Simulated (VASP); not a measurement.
Here is a VASP 6.6.1 calculation.

Contents of INCAR:

```
SYSTEM = As
PREC     = Accurate       ! precision mode
ENCUT    = 400            ! plane-wave cutoff, eV
EDIFF    = 1E-6           ! SCF threshold, eV
ISMEAR   = 0              ! smearing method
SIGMA    = 0.04           ! smearing width, eV
LREAL    = .FALSE.        ! projectors in reciprocal space
LASPH    = .TRUE.         ! aspherical terms in the spheres
NELM     = 120            ! most SCF steps
ALGO     = Normal         ! electronic algorithm
ISIF     = 2              ! what is computed and relaxed
LWAVE    = .FALSE.        ! write WAVECAR
LCHARG   = .FALSE.        ! write CHGCAR
LDIPOL   = .TRUE.       
IDIPOL   = 3            
DIPOL    = 0.5 0.5 0.678
GGA      = PE             ! functional
IVDW     = 12             ! dispersion correction
NBANDS   = 12             ! bands
GGA_COMPAT= .FALSE.      
NELMDL   = -8
```

File KPOINTS:

```
regular mesh
0
G
  12 12 1
  0 0 0
```

POSCAR

```
As
1.0
    3.5986149625      0.0000000000      0.0000000000
   -1.7993074813      3.1164919759      0.0000000000
    0.0000000000      0.0000000000     23.9178377607
As
2
Direct
    0.6666666667      0.3333333333      0.6491817870
    0.0000000000      1.0000000000      0.7073781097
```

Potentials or basis: VASP PAW PBE potentials, release 64 (As).

Run with:

```sh
$ cat potpaw_PBE.64/As/POTCAR > POTCAR
$ mpirun -np 1 vasp_std > vasp.out
```

Task: Predict the dispersion energy per atom.

Result: -0.209 eV.

Task: Estimate the largest force.

Result: 0.071 eV/Å.

Task: Predict the band gap on the k mesh.

Result: 1.62 eV (least direct gap 1.96 eV).

Forces on the atoms (eV/Å):
```
As   0.000  0.000 -0.071
As   0.000  0.000  0.071
```
